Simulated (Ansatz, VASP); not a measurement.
**Two plane-wave programs on Ga3SbAs2**

Contents of INCAR:

```
SYSTEM = Ga3SbAs2
PREC = Accurate
ENCUT = 520
EDIFF = 1E-6
ISMEAR = 0
SIGMA = 0.1
LREAL = .False.
LASPH = .True.
NELM = 60
ALGO = Normal
ISIF = 2
LWAVE = .False.
LCHARG = .False.
GGA = PE
NBANDS = 36
```

The input KPOINTS:

```
regular mesh
0
Gamma
  6 6 6
  0 0 0
```

POSCAR

```
Ga3SbAs2
1.0
   -2.0878420000      2.0878420000      8.8556889000
    2.0878420000     -2.0878420000      8.8556889000
    2.0878420000      2.0878420000     -8.8556889000
Ga Sb As
3 1 2
Direct
    0.6588390000      0.6588390000      0.0000000000
    0.3411610000      0.3411610000      0.0000000000
    0.0000000000      0.0000000000      0.0000000000
    0.7500000000      0.2500000000      0.5000000000
    0.4206190000      0.9206190000      0.5000000000
    0.0793810000      0.5793810000      0.5000000000
```

Input for Ansatz:

```yaml
crystal:
  lattice:
    - [-2.087842, 2.087842, 8.8556889]
    - [2.087842, -2.087842, 8.8556889]
    - [2.087842, 2.087842, -8.8556889]
  atoms:
    - { symbol: Ga, position: [0.658839, 0.658839, 0.0] }
    - { symbol: Ga, position: [0.341161, 0.341161, 0.0] }
    - { symbol: Ga, position: [0.0, 0.0, 0.0] }
    - { symbol: Sb, position: [0.75, 0.25, 0.5] }
    - { symbol: As, position: [0.420619, 0.920619, 0.5] }
    - { symbol: As, position: [0.079381, 0.579381, 0.5] }
basis:
  ecutwfc: 420
kpoints:
  mp_grid: { grid: [6, 6, 6] }
hamiltonian:
  xc: pbe
scf:
  occupations: { method: gaussian, width: 0.1 }
  lower_state_search: "off"
output:
  forces: true
  stress: true
  eigenvalues: true
```

Alike in both runs: task single point; functional PBE; k mesh 6 × 6 × 6; occupations gaussian, width 0.1 eV; no spin polarisation.

|  | VASP | Ansatz |
| --- | --- | --- |
| version | VASP 6.6.1 | Ansatz 0.2.0 |
| potentials or method | VASP PAW PBE potentials, release 64 (Ga_d, Sb, As), cutoff 520 eV | scalar-relativistic, plane waves, PAW |
| valence electrons in the cell | 54 | 84 |

Ansatz gave:

- gap on the k mesh at the Fermi level (eV): none
- pressure (GPa): 0.0
- traceless stress, the component that is largest in VASP (GPa): -0.14
- rms of the force components (eV/Å): 0.003

Question: Estimate VASP's values.

Answer: gap on the k mesh at the Fermi level (eV): none; pressure (GPa): 0.2; traceless stress, the component that is largest in VASP (GPa): -0.14; rms of the force components (eV/Å): 0.002.

Atom by atom the forces differ by 0.001 eV/Å (rms over components). A gap of «none» marks a metal or a gap that the smearing closes. VASP's potentials hold 54 valence electrons a cell and Ansatz's 84, so a difference there can come from the potentials and not from the codes.

Spin-orbit coupling is off throughout.
